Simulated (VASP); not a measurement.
# CdO (Fm-3m) in VASP: single point with PBEsol

Aim: the single point of CdO with PBEsol.

Everything below comes from runs of VASP 6.6.1. Logs are shortened: lines on timing, memory, paths and dates and some standing lists are left out, and cuts for length are marked.

## 1. The cell of the first run

It takes space group Fm-3m (No. 225, cubic). Conventional cell: a = 4.691 Å, b = 4.691 Å, c = 4.691 Å, α = 90.00°, β = 90.00°, γ = 90.00°. Within 3.1 Å of Cd (site symmetry m-3m) lie 6 O at 2.35 Å. O (site symmetry m-3m) has 6 Cd at 2.35 Å within 3.1 Å.

## 2. Single point, PBEsol

POSCAR

```
CdO
1.0
    0.0000000000      2.3455731564      2.3455731564
    2.3455731564      0.0000000000      2.3455731564
    2.3455731564      2.3455731564      0.0000000000
Cd O
1 1
Direct
    0.0000000000      0.0000000000      0.0000000000
    0.5000000000      0.5000000000      0.5000000000
```

INCAR.step1

```
SYSTEM = CdO
PREC = Accurate
ENCUT = 520
EDIFF = 1E-6
ISMEAR = 0
SIGMA = 0.1
LREAL = .False.
LASPH = .True.
NELM = 120
ALGO = Normal
ISIF = 2
LWAVE = .False.
LCHARG = .True.
GGA = PS
NBANDS = 20
GGA_COMPAT = .False.
NEDOS = 2001
LORBIT = 11
```

KPOINTS.step1

```
Automatic mesh
0
Gamma
  16 16 16
  0 0 0
```

INCAR.step2

```
SYSTEM = CdO
PREC = Accurate
ENCUT = 520
EDIFF = 1E-6
ISMEAR = -5
SIGMA = 0.1
LREAL = .False.
LASPH = .True.
NELM = 120
ALGO = Normal
ISIF = 2
LWAVE = .False.
LCHARG = .False.
GGA = PS
LORBIT = 11
NEDOS = 1001
ICHARG = 11
GGA_COMPAT = .False.
```

KPOINTS.step2

```
Automatic mesh
0
Gamma
  24 24 24
  0 0 0
```

Potentials or basis: VASP PAW PBE potentials, release 64 (Cd_sv_GW, O).

Run with:

```bash
$ cat potpaw_PBE.64/Cd_sv_GW/POTCAR potpaw_PBE.64/O/POTCAR > POTCAR
$ cp INCAR.step1 INCAR
$ cp KPOINTS.step1 KPOINTS
$ mpirun -np 1 vasp_std > vasp.out
$ cp INCAR.step2 INCAR
$ cp KPOINTS.step2 KPOINTS
$ mpirun -np 1 vasp_std > vasp.out
```

OUTCAR:

```text
SYSTEM = CdO
   PREC = Accurate
   ENCUT = 520
   EDIFF = 1E-6
   ISMEAR = -5
   LREAL = .False.
   LASPH = .True.
   NELM = 120
   ISIF = 2
   GGA = PS
   LORBIT = 11
   ICHARG = 11

 ion  position               nearest neighbor table
   1  0.000  0.000  0.000-
   2  0.500  0.500  0.500-

  LATTYP: Found a face centered cubic cell.
 ALAT       =     4.6911463128

  Lattice vectors:

 A1 = (   0.0000000000,   2.3455731564,   2.3455731564)
 A2 = (   2.3455731564,   0.0000000000,   2.3455731564)
 A3 = (   2.3455731564,   2.3455731564,   0.0000000000)

Analysis of symmetry for initial positions (statically):
=====================================================================
 Subroutine PRICEL returns:
 Original cell was already a primitive cell.

 Routine SETGRP: Setting up the symmetry group for a
 face centered cubic supercell.

 Subroutine GETGRP returns: Found 48 space group operations
 (whereof 48 operations were pure point group operations)
 out of a pool of 48 trial point group operations.

The static configuration has the point symmetry O_h .

Analysis of symmetry for dynamics (positions and initial velocities):
=====================================================================
 Subroutine PRICEL returns:
 Original cell was already a primitive cell.

 Routine SETGRP: Setting up the symmetry group for a
 face centered cubic supercell.

 Subroutine GETGRP returns: Found 48 space group operations
 (whereof 48 operations were pure point group operations)
 out of a pool of 48 trial point group operations.

The dynamic configuration has the point symmetry O_h .

 Subroutine INISYM returns: Found 48 space group operations
 (whereof 48 operations are pure point group operations),
 and found     1 'primitive' translations

----------------------------------------------------------------------------------------

                                     Primitive cell

  volume of cell :      25.8093

  direct lattice vectors                    reciprocal lattice vectors
     0.000000000  2.345573156  2.345573156    -0.213167515  0.213167515  0.213167515
     2.345573156  0.000000000  2.345573156     0.213167515 -0.213167515  0.213167515
     2.345573156  2.345573156  0.000000000     0.213167515  0.213167515 -0.213167515

  length of vectors
     3.317141369  3.317141369  3.317141369     0.369216966  0.369216966  0.369216966

  position of ions in fractional coordinates (direct lattice)
     0.000000000  0.000000000  0.000000000
     0.500000000  0.500000000  0.500000000

  ion indices of the primitive-cell ions
   primitive index   ion index
                 1           1
                 2           2

----------------------------------------------------------------------------------------

 KPOINTS: Automatic mesh

Automatic generation of k-mesh.
 Grid dimensions read from file:
 generate k-points for:   24   24   24

 Generating k-lattice:

  Cartesian coordinates                     Fractional coordinates (reciprocal lattice)
    -0.008881980  0.008881980  0.008881980     0.041666667  0.000000000  0.000000000
     0.008881980 -0.008881980  0.008881980     0.000000000  0.041666667  0.000000000
     0.008881980  0.008881980 -0.008881980     0.000000000  0.000000000  0.041666667

  Length of vectors
     0.015384040  0.015384040  0.015384040

  Shift w.r.t. Gamma in fractional coordinates (k-lattice)
     0.000000000  0.000000000  0.000000000

 TETIRR: Found   1864 inequivalent tetrahedra from    82944

 Subroutine IBZKPT returns following result:
 ===========================================

 Found    413 irreducible k-points:

 Following reciprocal coordinates:
            Coordinates               Weight
  0.000000  0.000000  0.000000      1.000000
  0.041667  0.000000  0.000000      8.000000
  0.083333  0.000000  0.000000      8.000000
  0.125000  0.000000  0.000000      8.000000
  0.166667  0.000000  0.000000      8.000000
  0.208333  0.000000  0.000000      8.000000
[... 16 lines left out ...]
  0.416667  0.041667  0.000000     24.000000
  0.458333  0.041667  0.000000     24.000000
 [... further k-points ...]
   k-points           NKPTS =    413   k-points in BZ     NKDIM =    413   number of bands    NBANDS=     17
   number of dos      NEDOS =   1001   number of ions     NIONS =      2
   total plane-waves  NPLWV =  21952
   dimension x,y,z NGX =    28 NGY =   28 NGZ =   28
   dimension x,y,z NGXF=    56 NGYF=   56 NGZF=   56
   ions per type =               1   1
   NGX,Y,Z   is equivalent  to a cutoff of  14.03, 14.03, 14.03 a.u.
   NGXF,Y,Z  is equivalent  to a cutoff of  28.07, 28.07, 28.07 a.u.
 SYSTEM =  CdO
   PREC   = accura    normal or accurate (medium, high low for compatibility)
   ISTART =      0    job   : 0-new  1-cont  2-samecut
   ICHARG =     11    charge: 1-file 2-atom 10-const
   ISPIN  =      1    spin polarized calculation?
   LNONCOLLINEAR =      F non collinear calculations
   LSORBIT =      F    spin-orbit coupling
   LASPH  =      T    aspherical Exc in radial PAW
   ENCUT  =  520.0 eV  38.22 Ry    6.18 a.u.   6.17  6.17  6.17*2*pi/ulx,y,z
   NELM   =    120;   NELMIN=  2; NELMDL=  0     # of ELM steps
   EDIFF  = 0.1E-05   stopping-criterion for ELM
   LREAL  =      F    real-space projection
[... 7 lines left out ...]
   TEBEG  =    0.0;   TEEND  =   0.0 temperature during run
   PSTRESS=    0.0 pullay stress
   NELECT =      26.0000    total number of electrons
   NUPDOWN=      -1.0000    fix difference up-down
   EMIN   =  10.00;   EMAX   =-10.00  energy-range for DOS
   EFERMI =   0.00;   METHOD = LEGACY
   ISMEAR =    -5;   SIGMA  =   0.10  broadening in eV -4-tet -1-fermi 0-gaus
   EFERMI_NEDOS =   21; number of points for ismear=-14 and -15
   IALGO  =     38    algorithm
   IMIX   =      4    mixing-type and parameters
     AMIX     =   0.40;   BMIX     =  1.00
     AMIX_MAG =   1.60;   BMIX_MAG =  1.00
  volume/ion in A,a.u.               =      12.90        87.09
  Fermi-wavevector in a.u.,A,eV,Ry     =   1.641120  3.101267 36.644222  2.693274
  Thomas-Fermi vector in A             =   2.731644
   LORBIT       =     11    0 simple, 1 ext, 2 COOP (PROOUT), +10 PAW based schemes
   GGA     = PS    functional components
   LHFCALC =     F    Hartree Fock is set to
   AEXX    =    0.0000 exact exchange contribution
   IVDW    =     0    specifies the selected vdW correction
   LEPSILON=     F    determine dielectric tensor
   LRPA    =     F    only Hartree local field effects (RPA)
 non-spin polarized calculation
 Fermi weights with tetrahedron method with Bloechl corrections
  energy-cutoff  :      520.00
  volume of cell :       25.81
 maximum number of plane-waves:       725
 NGX is ok and might be reduce to    28

 number of electron      26.0000003 magnetization

 Free energy of the ion-electron system (eV)
  ---------------------------------------------------
  ext. energy  EPLUGINS =         0.00000000
  ---------------------------------------------------
  free energy    TOTEN  =        -8.62181125 eV

  energy without entropy =       -8.62181125  energy(sigma->0) =       -8.62181125

 E-fermi :   4.8791     XC(G=0): -12.2209

 val. band max:        4.8988341231   @ k =   0.5000   0.0000   0.0000
 cond. band min:       4.8988344271   @ k =   0.5000   0.0000   0.0000
 fundamental gap:      0.0000003040
 Fermi energy:         4.8791096352

 k-point     1 :       0.0000    0.0000    0.0000
  band No.  band energies     occupation
      1     -95.3881      2.00000
      2     -56.5050      2.00000
      3     -56.5050      2.00000
      4     -56.5050      2.00000
      5     -12.4577      2.00000
      6      -1.7696      2.00000
[... 9 lines left out ...]
     16      21.8153      0.00000
     17      21.8278      0.00000

 k-point     2 :       0.0417    0.0000    0.0000
  band No.  band energies     occupation
      1     -95.3879      2.00000
      2     -56.5046      2.00000
      3     -56.5046      2.00000
      4     -56.5043      2.00000
      5     -12.4448      2.00000
      6      -1.7758      2.00000
[... 9 lines left out ...]
     16      21.4876      0.00000
     17      21.6548      0.00000

 k-point     3 :       0.0833    0.0000    0.0000
  band No.  band energies     occupation
      1     -95.3878      2.00000
      2     -56.5049      2.00000
      3     -56.5046      2.00000
      4     -56.5046      2.00000
      5     -12.4073      2.00000
      6      -1.7984      2.00000
[... 9 lines left out ...]
     16      21.1458      0.00000
     17      21.2112      0.00000

 k-point     4 :       0.1250    0.0000    0.0000
  band No.  band energies     occupation
      1     -95.3877      2.00000
      2     -56.5062      2.00000
      3     -56.5046      2.00000
      4     -56.5046      2.00000
      5     -12.3470      2.00000
      6      -1.8403      2.00000
[... 9 lines left out ...]
     16      20.6203      0.00000
     17      20.6652      0.00000

 k-point     5 :       0.1667    0.0000    0.0000
  band No.  band energies     occupation
      1     -95.3875      2.00000
      2     -56.5076      2.00000
      3     -56.5045      2.00000
      4     -56.5045      2.00000
      5     -12.2669      2.00000
      6      -1.9061      2.00000
[... 9 lines left out ...]
     16      19.9665      0.00000
     17      19.9686      0.00000

 k-point     6 :       0.2083    0.0000    0.0000
  band No.  band energies     occupation
      1     -95.3874      2.00000
      2     -56.5101      2.00000
      3     -56.5050      2.00000
      4     -56.5050      2.00000
      5     -12.1717      2.00000
      6      -2.0013      2.00000
[... 9 lines left out ...]
     16      19.3056      0.00000
     17      19.3461      0.00000

 k-point     7 :       0.2500    0.0000    0.0000
  band No.  band energies     occupation
      1     -95.3872      2.00000
      2     -56.5127      2.00000
      3     -56.5051      2.00000
      4     -56.5051      2.00000
      5     -12.0667      2.00000
      6      -2.1262      2.00000
[... 9 lines left out ...]
     16      18.6750      0.00000
     17      18.6831      0.00000

 k-point     8 :       0.2917    0.0000    0.0000
  band No.  band energies     occupation
      1     -95.3871      2.00000
      2     -56.5147      2.00000
      3     -56.5055      2.00000
      4     -56.5055      2.00000
      5     -11.9584      2.00000
      6      -2.2727      2.00000
[... 9 lines left out ...]
     16      18.1011      0.00000
     17      18.1011      0.00000
[... 203 lines left out ...]
      1     -95.3873      2.00000
      2     -56.5117      2.00000
      3     -56.5055      2.00000
      4     -56.5050      2.00000
      5     -12.0960      2.00000
      6      -2.0953      2.00000
[... 9 lines left out ...]
     16      18.6438      0.00000
     17      18.7371      0.00000

 k-point    20 :       0.2917    0.0417    0.0000
  band No.  band energies     occupation
      1     -95.3872      2.00000
      2     -56.5144      2.00000
      3     -56.5057      2.00000
      4     -56.5052      2.00000
      5     -11.9897      2.00000
      6      -2.2336      2.00000
[... 9 lines left out ...]
     16      18.0774      0.00000
     17      18.1985      0.00000

 k-point    21 :       0.3333    0.0417    0.0000
  band No.  band energies     occupation
      1     -95.3870      2.00000
      2     -56.5167      2.00000
      3     -56.5060      2.00000
      4     -56.5054      2.00000
      5     -11.8852      2.00000
      6      -2.3798      2.00000
[... 9 lines left out ...]
     16      17.5742      0.00000
     17      17.7169      0.00000

 k-point    22 :       0.3750    0.0417    0.0000
  band No.  band energies     occupation
      1     -95.3869      2.00000
      2     -56.5184      2.00000
      3     -56.5063      2.00000
      4     -56.5059      2.00000
      5     -11.7901      2.00000
      6      -2.5225      2.00000
[... 9 lines left out ...]
     16      17.1541      0.00000
     17      17.3104      0.00000

 k-point    23 :       0.4167    0.0417    0.0000
  band No.  band energies     occupation
      1     -95.3869      2.00000
      2     -56.5203      2.00000
      3     -56.5067      2.00000
      4     -56.5064      2.00000
      5     -11.7121      2.00000
      6      -2.6460      2.00000
[... 9 lines left out ...]
     16      16.8315      0.00000
     17      16.9952      0.00000

 k-point    24 :       0.4583    0.0417    0.0000
  band No.  band energies     occupation
      1     -95.3869      2.00000
      2     -56.5215      2.00000
      3     -56.5069      2.00000
      4     -56.5067      2.00000
      5     -11.6576      2.00000
      6      -2.7347      2.00000
[... 9 lines left out ...]
     16      16.6167      0.00000
     17      16.7845      0.00000

 [... further k-points ...]
[... 5 lines left out ...]
  --------------------------------------------------------------------------------------
  -------------------------------------------------------------------------------------
  Total       -0.3489428     -0.3489428     -0.3489428     -0.0000000      0.0000000      0.0000000
  in kB      -21.6614656    -21.6614656    -21.6614656     -0.0000000      0.0000000      0.0000000
  external PRESSURE =     -21.6614656 kB  Pullay stress =       0.0000000 kB

 VOLUME and BASIS-vectors are now :
 -----------------------------------------------------------------------------
  energy-cutoff  :      520.00
  volume of cell :       25.81
      direct lattice vectors                 reciprocal lattice vectors
     0.000000000  2.345573156  2.345573156    -0.213167515  0.213167515  0.213167515
     2.345573156  0.000000000  2.345573156     0.213167515 -0.213167515  0.213167515
     2.345573156  2.345573156  0.000000000     0.213167515  0.213167515 -0.213167515

 POSITION                                       TOTAL-FORCE (eV/Angst)
 -----------------------------------------------------------------------------------
      0.00000      0.00000      0.00000         0.000000      0.000000      0.000000
      2.34557      2.34557      2.34557         0.000000      0.000000     -0.000000
 -----------------------------------------------------------------------------------
    total drift:                               -0.000000      0.000000      0.000000

  FREE ENERGIE OF THE ION-ELECTRON SYSTEM (eV)
  ---------------------------------------------------
  free  energy   TOTEN  =        -8.6218112534 eV

  energy  without entropy=       -8.6218112534  energy(sigma->0) =       -8.62181125

 total charge

# of ion       s       p       d       f       tot
--------------------------------------------------
    1        2.210   6.167   9.257   0.014  17.648
    2        1.569   3.338   0.000   0.000   4.907
--------------------------------------------------
tot          3.779   9.506   9.257   0.014  22.555
```

It took 3.7 min on 1 thread of Intel Xeon Platinum 8259CL at 2.50GHz (Skylake/Cascade Lake), shared host; peak memory 0.35 GiB.

What came out:

```yaml
Valence_electrons_inside_the_program's_atomic_spheres: Cd 17.65; O 4.91
```

Levels at points of the mesh, in eV from the Fermi level:
```tsv
k point	band 10	band 11	band 12	band 13	band 14	band 15	band 16	band 17
(0.00, 0.00, 0.00)	-6.35	-1.39	-1.39	-1.39	-0.49	14.32	16.94	16.95
(0.50, 0.00, 0.00)	-6.08	-3.82	0.02	0.02	4.30	7.31	11.77	11.77
(0.50, 0.50, 0.00)	-5.62	-4.42	-2.37	-2.37	3.83	8.44	11.11	13.24
```

Caveat: the PAW data sets were made with another functional, which shifts forces and pressure a little.
